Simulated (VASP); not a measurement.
**Bi2Te: single point with PBE**

Bi2Te:

```
Bi Te
1.0
    10.97431    0.00000    0.00000
    -5.48716    9.50403    0.00000
     0.00000    0.00000    3.03041
Bi Te
4 2
Direct
  0.00000 0.00000 0.00000
  0.50000 0.00000 0.50000
  0.00000 0.50000 0.50000
  0.50000 0.50000 0.50000
  0.33333 0.66667 0.50000
  0.66667 0.33333 0.50000
```

```json
{
  "Program": "VASP 6.6.1",
  "Task": "single point",
  "Functional": "PBE",
  "Potentials or basis": "VASP PAW PBE potentials, release 64 (Bi_d, Te)",
  "Cutoff": "500 eV",
  "k mesh": "6 × 6 × 12",
  "Occupations": "gaussian, width 0.1 eV",
  "Spin": "no spin polarisation",
  "Dipole correction": "no",
  "Further INCAR settings": "ALGO = Normal; EDIFF = 1e-06; NBANDS = 45"
}
```

The pressure is 0.0 GPa and the band gap on the k mesh is zero (bands 36 and 37 overlap by 0.99 eV).

Levels at points of the mesh, in eV from the Fermi level:
```
           k point  band 34  band 35  band 36  band 37  band 38  band 39
(0.00, 0.00, 0.00)    -1.01    -1.01    -0.97     1.92     1.92     2.80
(0.50, 0.00, 0.00)    -1.26    -0.93     0.38     0.73     1.53     3.27
(0.00, 0.00, 0.50)    -2.75    -0.51    -0.51     0.87     0.87     1.25
(0.50, 0.00, 0.50)    -2.11    -1.54    -0.69     0.98     1.10     1.31
```

Wall time 5.8 min on 1 thread of AMD EPYC 9R45 96-Core Processor (Zen 5), on a shared host, peak memory 0.7 GiB.

Caveat: spin-orbit coupling is left out, which moves the levels of the heavy elements.
